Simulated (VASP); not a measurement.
# NaScTe2 in VASP: a series of runs

NaScTe2 is run at these levels: PBE; tasks: single point.

All numbers are computed with VASP 6.6.1; they aren't measurements. Logs are shortened: lines on timing, memory, paths and dates and some standing lists are left out, and cuts for length are marked.

## Step 1: The cell of the first run

The cell holds an amorphous packing of atoms, 8 atoms: a = 6.326 Å, b = 6.455 Å, c = 6.644 Å, α = 83.75°, β = 83.12°, γ = 78.61°.

## Step 2: Single point, PBE

INCAR

```
SYSTEM = NaScTe2
PREC = Accurate ; ENCUT = 520
EDIFF = 1E-6 ; ISMEAR = -1
SIGMA = 0.05 ; LREAL = .FALSE.
LASPH = .TRUE. ; NELM = 100
ALGO = Normal ; ISIF = 2
LWAVE = .FALSE. ; LCHARG = .TRUE.
GGA = PE ; LELF = .TRUE.
LVHAR = .TRUE. ; NBANDS = 40
```

KPOINTS

```
regular mesh
0
G
  3 3 2
  0 0 0
```

POSCAR

```
NaScTe2
1.0
    6.3103310000     -0.1746690000      0.4148600000
    1.4131830000      6.2718460000      0.5766950000
    0.3629280000      0.0521160000      6.6335400000
Na Sc Te
2 2 4
Direct
    0.8740437110      0.5821032437     -0.0049804183
    0.2516100074      0.2678724738      0.2883292113
    0.6888688076      0.8794358678      0.4197884717
    0.3900325503      0.1932958996      0.7783114773
    0.3560036671      0.6945076903      0.9899747655
    0.7605277719      0.3681134619      0.4614836506
    0.8779674502      0.0848929879      0.9740952888
    0.1481180721      0.6437137569      0.5732420746
```

Potentials or basis: VASP PAW PBE potentials, release 64 (Na_pv, Sc_sv, Te).

On the command line:

```sh
cat potpaw_PBE.64/Na_pv/POTCAR potpaw_PBE.64/Sc_sv/POTCAR potpaw_PBE.64/Te/POTCAR > POTCAR
mpirun -np 1 vasp_std > vasp.out
```

OUTCAR:

```text
SYSTEM = NaScTe2
   PREC = Accurate
   ENCUT = 520
   EDIFF = 1E-6
   ISMEAR = -1
   LREAL = .FALSE.
   LASPH = .TRUE.
   NELM = 100
   ISIF = 2
   GGA = PE

 ion  position               nearest neighbor table
   1  0.874  0.582  0.995-   8 3.14   5 3.22   7 3.22   7 3.24
   2  0.252  0.268  0.288-   6 3.15   8 3.16
   3  0.689  0.879  0.420-   6 3.23   8 3.23   7 3.30   6 3.32
   4  0.390  0.193  0.778-   8 3.25   6 3.25   5 3.41   7 3.41   7 3.52
   5  0.356  0.695  0.990-   1 3.22   8 3.28   4 3.41   7 3.54
   6  0.761  0.368  0.461-   2 3.15   3 3.23   4 3.25   3 3.32   8 3.49
   7  0.878  0.085  0.974-   1 3.22   1 3.24   3 3.30   4 3.41   4 3.52   5 3.54
   8  0.148  0.644  0.573-   1 3.14   2 3.16   3 3.23   4 3.25   5 3.28   6 3.49

  Warning from LATTYP: Got some problem with cell dimensions!
  Tried to take original basis but could not verify dimensions!
  LATTYP: Found a triclinic cell.
 ALAT       =    15.3853297343
 B/A-ratio  =     0.9737661860
 C/A-ratio  =     1.0082867694
 COS(alpha) =     0.0050912354
 COS(beta)  =     0.6449166473
 COS(gamma) =     0.7639778118

  Lattice vectors:

 A1 = (  -7.0361870000,   0.0704370000, -13.6819400000)
 A2 = ( -11.5704070000,   6.5690680000,  -6.8865650000)
 A3 = (   4.1712920000,  -6.5507470000, -13.4289150000)

Analysis of symmetry for initial positions (statically):
=====================================================================
 Subroutine PRICEL returns:
 Original cell was already a primitive cell.

 Routine SETGRP: Setting up the symmetry group for a
 triclinic supercell.

 Subroutine GETGRP returns: Found  1 space group operations
 (whereof  1 operations were pure point group operations)
 out of a pool of  2 trial point group operations.

The static configuration has the point symmetry C_1 .

Analysis of symmetry for dynamics (positions and initial velocities):
=====================================================================
 Subroutine PRICEL returns:
 Original cell was already a primitive cell.

 Routine SETGRP: Setting up the symmetry group for a
 triclinic supercell.

 Subroutine GETGRP returns: Found  1 space group operations
 (whereof  1 operations were pure point group operations)
 out of a pool of  2 trial point group operations.

The dynamic configuration has the point symmetry C_1 .

 Subroutine INISYM returns: Found  1 space group operations
 (whereof  1 operations are pure point group operations),
 and found     1 'primitive' translations

[... 94 lines left out ...]
   NSW    =      0    number of steps for IOM
   IBRION =     -1    ionic relax: 0-MD 1-quasi-New 2-CG
   NFREE  =      0    steps in history (QN), initial steepest desc. (CG)
   ISIF   =      2    stress and relaxation
   ISYM   =      2    0-nonsym 1-usesym 2-fastsym
   POTIM  = 0.5000    time-step for ionic-motion
   TEBEG  =    0.0;   TEEND  =   0.0 temperature during run
   PSTRESS=    0.0 pullay stress
   NELECT =      60.0000    total number of electrons
   NUPDOWN=      -1.0000    fix difference up-down
   EMIN   =  10.00;   EMAX   =-10.00  energy-range for DOS
   EFERMI =   0.00;   METHOD = LEGACY
   ISMEAR =    -1;   SIGMA  =   0.05  broadening in eV -4-tet -1-fermi 0-gaus
   EFERMI_NEDOS =   21; number of points for ismear=-14 and -15
   IALGO  =     38    algorithm
   IMIX   =      4    mixing-type and parameters
     AMIX     =   0.40;   BMIX     =  1.00
     AMIX_MAG =   1.60;   BMIX_MAG =  1.00
  volume/ion in A,a.u.               =      32.88       221.88
  Fermi-wavevector in a.u.,A,eV,Ry     =   1.000277  1.890249 13.613363  1.000554
  Thomas-Fermi vector in A             =   2.132623
   LORBIT       =      0    0 simple, 1 ext, 2 COOP (PROOUT), +10 PAW based schemes
   GGA     = PE    functional components
   LHFCALC =     F    Hartree Fock is set to
   AEXX    =    0.0000 exact exchange contribution
   IVDW    =     0    specifies the selected vdW correction
   LEPSILON=     F    determine dielectric tensor
   LRPA    =     F    only Hartree local field effects (RPA)
 non-spin polarized calculation
  energy-cutoff  :      520.00
  volume of cell :      263.04
 maximum number of plane-waves:      7103
   NGX = 23   NGY = 23   NGZ = 25

 number of electron      60.0000005 magnetization

 Free energy of the ion-electron system (eV)
  ---------------------------------------------------
  ext. energy  EPLUGINS =         0.00000000
  ---------------------------------------------------
  free energy    TOTEN  =       -30.58926886 eV

  energy without entropy =      -30.54101354  energy(sigma->0) =      -30.56514120

 E-fermi :   3.5280     XC(G=0):  -8.4772

 val. band max:        3.5200545428   @ k =   0.3333   0.3333  -0.0000
 cond. band min:       3.5925255033   @ k =  -0.3333   0.3333   0.5000
 fundamental gap:      0.0724709606
 Fermi energy:         3.5280187258

 k-point     1 :       0.0000    0.0000    0.0000
  band No.  band energies     occupation
      1     -47.4386      2.00000
      2     -47.3164      2.00000
      3     -26.1215      2.00000
      4     -26.0130      2.00000
      5     -25.9627      2.00000
      6     -25.9337      2.00000
[... 419 lines left out ...]
     39       5.0519      0.00000
     40       5.3159      0.00000

------------------------ aborting loop because EDIFF is reached ----------------------------------------

  FORCE on cell =-STRESS in cart. coord.  units (eV):
  Direction    XX          YY          ZZ          XY          YZ          ZX
  --------------------------------------------------------------------------------------
  -------------------------------------------------------------------------------------
  Total       -9.4956286    -10.8806973     -1.2752076     -5.3619466      3.7728476      0.5854254
  in kB      -57.8388071    -66.2753967     -7.7674147    -32.6601437     22.9807859      3.5658836
  external PRESSURE =     -43.9605395 kB  Pullay stress =       0.0000000 kB

 VOLUME and BASIS-vectors are now :
 -----------------------------------------------------------------------------
  energy-cutoff  :      520.00
  volume of cell :      263.04
      direct lattice vectors                 reciprocal lattice vectors
     6.310331000 -0.174669000  0.414860000     0.158056339 -0.034843564 -0.008373683
     1.413183000  6.271846000  0.576695000     0.004487200  0.158568750 -0.001491285
     0.362928000  0.052116000  6.633540000    -0.010274906 -0.011606262  0.151402407

 POSITION                                       TOTAL-FORCE (eV/Angst)
 -----------------------------------------------------------------------------------
      6.69924      3.55005      7.29880        -0.239788      0.021170     -0.162146
      2.07094      1.65113      2.17151         0.015036     -0.008499     -0.032769
      5.74215      5.41724      3.57763         0.676716     -0.459599     -0.077530
      3.01687      1.18476      5.43624         0.604883      0.220201      0.060300
      3.58726      4.34526      7.11525         0.735249      0.276569     -0.246315
      5.48688      2.19996      3.58907        -0.722395      0.041330      0.183358
      6.01376      0.42985      6.87489        -0.948754     -0.142080      0.418557
      2.05240      4.04128      4.23530        -0.120947      0.050908     -0.143455
 -----------------------------------------------------------------------------------
    total drift:                                0.000639      0.000626      0.000187

  FREE ENERGIE OF THE ION-ELECTRON SYSTEM (eV)
  ---------------------------------------------------
  free  energy   TOTEN  =       -30.5892688630 eV

  energy  without entropy=      -30.5410135437  energy(sigma->0) =      -30.56514120
```

stdout:

```text
POSCAR found type information on POSCAR NaScTe
 POSCAR found :  3 types and       8 ions
 scaLAPACK will be used
 LDA part: xc-table for (Slater+PW92), standard interpolation
 POSCAR, INCAR and KPOINTS ok, starting setup
 FFT: planning ... GRIDC
 FFT: planning ... GRID_SOFT
 FFT: planning ... GRID
 WAVECAR not read
 entering main loop
```

Run time: 4.2 min. Hardware: 1 thread of Intel Xeon Platinum 8488C (Sapphire Rapids), shared host; peak memory 0.37 GiB.

What came out:

```yaml
Free_energy: -30.5893 eV
Pressure: -4.4 GPa
Largest_force: 1.047 eV/Å
Band_gap_on_the_k_mesh: zero (band 30 reaches 3.52 eV, above the bottom of band 31 at 3.50 eV)
```

Forces in eV/Å, atoms in the order of the input:
```
Na  -0.240  0.021 -0.162
Na   0.015 -0.008 -0.033
Sc   0.677 -0.460 -0.078
Sc   0.605  0.220  0.060
Te   0.735  0.277 -0.246
Te  -0.722  0.041  0.183
Te  -0.949 -0.142  0.419
Te  -0.121  0.051 -0.143
```

Stress tensor (GPa, compression positive):
```
-5.78 -3.27  0.36
-3.27 -6.63  2.30
 0.36  2.30 -0.78
```

Levels at points of the mesh, in eV from the Fermi level:
```
           k point  band 28  band 29  band 30  band 31  band 32  band 33
(0.00, 0.00, 0.00)    -0.81    -0.73    -0.23     0.20     0.38     0.91
(0.00, 0.00, 0.50)    -0.57    -0.51    -0.32     0.20     0.41     0.73
```

Caveat: the k points lie up to 0.48 Å⁻¹ apart; spin-orbit coupling is left out, which moves the levels of the heavy elements.

(Continued in part 2 of 2.)
